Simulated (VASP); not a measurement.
Set up this calculation in VASP 6.6.1, as the native input.

```
Task                   : single point
Functional             : PBE
Potentials or basis    : VASP PAW PBE potentials, release 64 (Mg, Sb, Ge_d)
Cutoff                 : 520 eV
k mesh                 : 6 × 6 × 4
Occupations            : fermi-dirac, width 0.02 eV
Spin                   : no spin polarisation
Dipole correction      : no
Further INCAR settings : ALGO = Normal; EDIFF = 1e-07; NBANDS = 21
```

The structure of MgGeSb2 lies in POSCAR:

```
MgGeSb2
1.0
    4.3748509995      0.0000000000      0.0000000000
    0.0000000000      4.3748509995      0.0000000000
    0.0000000000      0.0000000000      6.3780977090
Mg Sb Ge
1 2 1
Direct
    0.0000000000      0.0000000000      0.0000000000
    0.0000000000      0.5000000000      0.2589925260
    0.5000000000      0.0000000000      0.7410074740
    0.5000000000      0.5000000000      0.5000000000
```

One way to write it, as run:

INCAR

```
PREC = Accurate
ENCUT = 520
EDIFF = 1E-7
ISMEAR = -1
SIGMA = 0.02
LREAL = F
LASPH = T
NELM = 100
ALGO = Normal
ISIF = 2
LWAVE = F
LCHARG = F
GGA = PE
NBANDS = 21
```

KPOINTS

```
Automatic mesh
0
Gamma
  6 6 4
```

Potentials or basis: VASP PAW PBE potentials, release 64 (Mg, Sb, Ge_d).

Command:

```bash
$ cat potpaw_PBE.64/Mg/POTCAR potpaw_PBE.64/Sb/POTCAR potpaw_PBE.64/Ge_d/POTCAR > POTCAR
$ mpirun -np 1 vasp_std > vasp.out
```

Results of the run:

* Pressure: 2.8 GPa
* Largest force: 0.083 eV/Å
* Band gap on the k mesh: zero (bands 13 and 14 overlap by 0.29 eV)

Caveat: spin-orbit coupling is left out, which moves the levels of the heavy elements.

Wall time 29 s on 1 thread of Intel(R) Xeon(R) 6975P-C (Granite Rapids) (shared host), peak memory 0.28 GiB.
